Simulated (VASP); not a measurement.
# Ga (Cmcm) in VASP: single point with LDA

Aim: the single point of Ga with LDA.

All numbers are computed with VASP 6.6.1; they aren't measurements. Logs are shortened: lines on timing, memory, paths and dates and some standing lists are left out, and cuts for length are marked.

### Step 1. The cell of the first run

The structure is orthorhombic, space group Cmcm (No. 63). The conventional cell has a = 2.987 Å, b = 8.374 Å, c = 3.170 Å, α = 90.00°, β = 90.00°, γ = 90.00°. Ga (site symmetry m2m) has 10 Ga at 2.73 to 3.17 Å within 3.6 Å.

### Step 2. Single point, LDA (equal xx and yy strain of +3 %)

The input, INCAR:

```
SYSTEM = Ga
PREC     = Accurate       ! precision mode
ENCUT    = 520            ! plane-wave cutoff, eV
EDIFF    = 1E-6           ! SCF threshold, eV
ISMEAR   = -1             ! smearing method
SIGMA    = 0.08           ! smearing width, eV
LREAL    = .False.        ! projectors in reciprocal space
LASPH    = .True.         ! aspherical terms in the spheres
NELM     = 60             ! most SCF steps
ALGO     = Normal         ! electronic algorithm
ISIF     = 2              ! what is computed and relaxed
LWAVE    = .False.        ! write WAVECAR
LCHARG   = .False.        ! write CHGCAR
GGA      = CA             ! functional
NBANDS   = 20             ! bands
```

The input, KPOINTS:

```
Automatic mesh
0
Gamma
  12 12 10
  0 0 0
```

The input, POSCAR:

```
Ga
1.0
    1.4935000000     -4.1869500000      0.0000000000
    1.4935000000      4.1869500000      0.0000000000
    0.0000000000      0.0000000000      3.1700000000
Ga
2
Direct
    0.8670000000      0.1330000000      0.2500000000
    0.1330000000      0.8670000000      0.7500000000
```

Potentials or basis: VASP PAW LDA potentials, release 64 (Ga_d).

Launch:

```
$ cat potpaw_LDA.64/Ga_d/POTCAR > POTCAR
$ mpirun -np 1 vasp_std > vasp.out
```

OUTCAR:

```text
SYSTEM = Ga
   PREC = Accurate
   ENCUT = 520
   EDIFF = 1E-6
   ISMEAR = -1
   LREAL = .False.
   LASPH = .True.
   NELM = 60
   ISIF = 2
   GGA = CA

 ion  position               nearest neighbor table
   1  0.867  0.133  0.250-   2 2.73   2 2.73
   2  0.133  0.867  0.750-   1 2.73   1 2.73

  LATTYP: Found a base centered orthorhombic cell.
 ALAT       =     2.9870000000
 B/A-ratio  =     2.8034482759
 C/A-ratio  =     1.0612654838

  Lattice vectors:

 A1 = (   1.4935000000,  -4.1869500000,   0.0000000000)
 A2 = (   1.4935000000,   4.1869500000,   0.0000000000)
 A3 = (   0.0000000000,   0.0000000000,   3.1700000000)

Analysis of symmetry for initial positions (statically):
=====================================================================
 Subroutine PRICEL returns:
 Original cell was already a primitive cell.

 Routine SETGRP: Setting up the symmetry group for a
 base centered orthorhombic supercell.

 Subroutine GETGRP returns: Found  8 space group operations
 (whereof  4 operations were pure point group operations)
 out of a pool of  8 trial point group operations.

The static configuration has the point symmetry C_2h.
 The point group associated with its full space group is D_2h.

Analysis of symmetry for dynamics (positions and initial velocities):
=====================================================================
 Subroutine PRICEL returns:
 Original cell was already a primitive cell.

 Routine SETGRP: Setting up the symmetry group for a
 base centered orthorhombic supercell.

 Subroutine GETGRP returns: Found  8 space group operations
 (whereof  4 operations were pure point group operations)
 out of a pool of  8 trial point group operations.

The dynamic configuration has the point symmetry C_2h.
 The point group associated with its full space group is D_2h.

 Subroutine INISYM returns: Found  8 space group operations
 (whereof  4 operations are pure point group operations),
 and found     1 'primitive' translations

----------------------------------------------------------------------------------------

                                     Primitive cell

  volume of cell :      39.6454

  direct lattice vectors                    reciprocal lattice vectors
     1.493500000 -4.186950000  0.000000000     0.334784064 -0.119418670  0.000000000
[... 80 lines left out ...]
   ISPIN  =      1    spin polarized calculation?
   LNONCOLLINEAR =      F non collinear calculations
   LSORBIT =      F    spin-orbit coupling
   LASPH  =      T    aspherical Exc in radial PAW
   ENCUT  =  520.0 eV  38.22 Ry    6.18 a.u.   8.27  8.27  5.89*2*pi/ulx,y,z
   NELM   =     60;   NELMIN=  2; NELMDL= -5     # of ELM steps
   EDIFF  = 0.1E-05   stopping-criterion for ELM
   LREAL  =      F    real-space projection
   EDIFFG = 0.1E-04   stopping-criterion for IOM
   NSW    =      0    number of steps for IOM
   IBRION =     -1    ionic relax: 0-MD 1-quasi-New 2-CG
   NFREE  =      0    steps in history (QN), initial steepest desc. (CG)
   ISIF   =      2    stress and relaxation
   ISYM   =      2    0-nonsym 1-usesym 2-fastsym
   POTIM  = 0.5000    time-step for ionic-motion
   TEBEG  =    0.0;   TEEND  =   0.0 temperature during run
   PSTRESS=    0.0 pullay stress
   NELECT =      26.0000    total number of electrons
   NUPDOWN=      -1.0000    fix difference up-down
   EMIN   =  10.00;   EMAX   =-10.00  energy-range for DOS
   EFERMI =   0.00;   METHOD = LEGACY
   ISMEAR =    -1;   SIGMA  =   0.08  broadening in eV -4-tet -1-fermi 0-gaus
   EFERMI_NEDOS =   21; number of points for ismear=-14 and -15
   IALGO  =     38    algorithm
   IMIX   =      4    mixing-type and parameters
     AMIX     =   0.40;   BMIX     =  1.00
     AMIX_MAG =   1.60;   BMIX_MAG =  1.00
  volume/ion in A,a.u.               =      19.82       133.77
  Fermi-wavevector in a.u.,A,eV,Ry     =   1.422335  2.687823 27.525083  2.023037
  Thomas-Fermi vector in A             =   2.543050
   LORBIT       =      0    0 simple, 1 ext, 2 COOP (PROOUT), +10 PAW based schemes
   GGA     = CA    functional components
   LHFCALC =     F    Hartree Fock is set to
   AEXX    =    0.0000 exact exchange contribution
   IVDW    =     0    specifies the selected vdW correction
   LEPSILON=     F    determine dielectric tensor
   LRPA    =     F    only Hartree local field effects (RPA)
 non-spin polarized calculation
  energy-cutoff  :      520.00
  volume of cell :       39.65
 maximum number of plane-waves:      1088
 NGX is ok and might be reduce to    36
   NGX = 17   NGY = 17   NGZ = 11

 number of electron      25.9999986 magnetization

 Free energy of the ion-electron system (eV)
  ---------------------------------------------------
  ext. energy  EPLUGINS =         0.00000000
  ---------------------------------------------------
  free energy    TOTEN  =        -7.03187138 eV

  energy without entropy =       -7.01332567  energy(sigma->0) =       -7.02259853

 E-fermi :   4.8323     XC(G=0): -11.0331

 val. band max:        4.8136231803   @ k =   0.4167   0.0000   0.1000
 cond. band min:       4.8431629530   @ k =   0.5000   0.0833   0.4000
 fundamental gap:      0.0295397726
 Fermi energy:         4.8322895760

 k-point     1 :       0.0000    0.0000    0.0000
  band No.  band energies     occupation
      1     -10.3323      2.00000
      2     -10.3007      2.00000
      3     -10.2482      2.00000
      4     -10.2252      2.00000
      5     -10.0811      2.00000
      6     -10.0621      2.00000
[... 541 lines left out ...]
     19      15.2235      0.00000
     20      16.9197      0.00000

 [... further k-points ...]

------------------------ aborting loop because EDIFF is reached ----------------------------------------

  FORCE on cell =-STRESS in cart. coord.  units (eV):
  Direction    XX          YY          ZZ          XY          YZ          ZX
  --------------------------------------------------------------------------------------
  -------------------------------------------------------------------------------------
  Total       -1.8468167     -1.2847728     -1.2321799      0.0000000      0.0000000      0.0000000
  in kB      -74.6349264    -51.9211935    -49.7957679      0.0000000      0.0000000      0.0000000
  external PRESSURE =     -58.7839626 kB  Pullay stress =       0.0000000 kB

 VOLUME and BASIS-vectors are now :
 -----------------------------------------------------------------------------
  energy-cutoff  :      520.00
  volume of cell :       39.65
      direct lattice vectors                 reciprocal lattice vectors
     1.493500000 -4.186950000  0.000000000     0.334784064 -0.119418670  0.000000000
     1.493500000  4.186950000  0.000000000     0.334784064  0.119418670  0.000000000
     0.000000000  0.000000000  3.170000000     0.000000000  0.000000000  0.315457413

 POSITION                                       TOTAL-FORCE (eV/Angst)
 -----------------------------------------------------------------------------------
      1.49350     -3.07322      0.79250         0.000000      0.158412     -0.000000
      1.49350      3.07322      2.37750         0.000000     -0.158412      0.000000
 -----------------------------------------------------------------------------------
    total drift:                                0.000000     -0.000000     -0.000000

  FREE ENERGIE OF THE ION-ELECTRON SYSTEM (eV)
  ---------------------------------------------------
  free  energy   TOTEN  =        -7.0318713820 eV

  energy  without entropy=       -7.0133256731  energy(sigma->0) =       -7.02259853
```

OSZICAR:

```text
N       E                     dE             d eps       ncg     rms          rms(c)
DAV:   1     0.132773724182E+03    0.13277E+03   -0.13377E+04 10712   0.240E+03
DAV:   2     0.481732506841E+01   -0.12796E+03   -0.12490E+03 10604   0.386E+02
DAV:   3    -0.691323938968E+01   -0.11731E+02   -0.11666E+02 11668   0.957E+01
DAV:   4    -0.709673498427E+01   -0.18350E+00   -0.18338E+00 11872   0.132E+01
DAV:   5    -0.709977462474E+01   -0.30396E-02   -0.30395E-02 11576   0.169E+00    0.128E+00
DAV:   6    -0.704604765339E+01    0.53727E-01   -0.91902E-02 14160   0.475E+00    0.639E-01
DAV:   7    -0.703321792998E+01    0.12830E-01   -0.16656E-02 14636   0.162E+00    0.176E-01
DAV:   8    -0.703186556648E+01    0.13524E-02   -0.22951E-03 11436   0.646E-01    0.167E-02
DAV:   9    -0.703187192186E+01   -0.63554E-05   -0.82781E-05 12000   0.976E-02    0.531E-03
DAV:  10    -0.703187138203E+01    0.53983E-06   -0.63221E-06 11720   0.322E-02
   1 F= -.70318714E+01 E0= -.70225985E+01  d E =-.185457E-01
```

stdout:

```text
POSCAR found type information on POSCAR Ga
 POSCAR found :  1 types and       2 ions
 scaLAPACK will be used
 LDA part: xc-table for (Slater(with rela. corr.)+CA(PZ))
 , standard interpolation
 POSCAR, INCAR and KPOINTS ok, starting setup
 FFT: planning ... GRIDC
 FFT: planning ... GRID_SOFT
 FFT: planning ... GRID
 WAVECAR not read
 entering main loop
```

Run time: 97 s. Hardware: 1 thread of Intel Xeon Platinum 8488C (Sapphire Rapids), shared host; peak memory 0.27 GiB.

What came out:

```yaml
Free_energy: -7.0319 eV
Pressure: -5.9 GPa
Largest_force: 0.158 eV/Å
Band_gap_on_the_k_mesh: zero (bands 13 and 14 overlap by 9.08 eV)
```

Forces in eV/Å, atoms in the order of the input:
```
Ga   0.000  0.158  0.000
Ga   0.000 -0.158  0.000
```

Caveat: the cell differs from its parent crystal (equal xx and yy strain of +3 %); the cell stands under tension.

The gap in the log of VASP goes by the Fermi energy; the results here count the filled bands.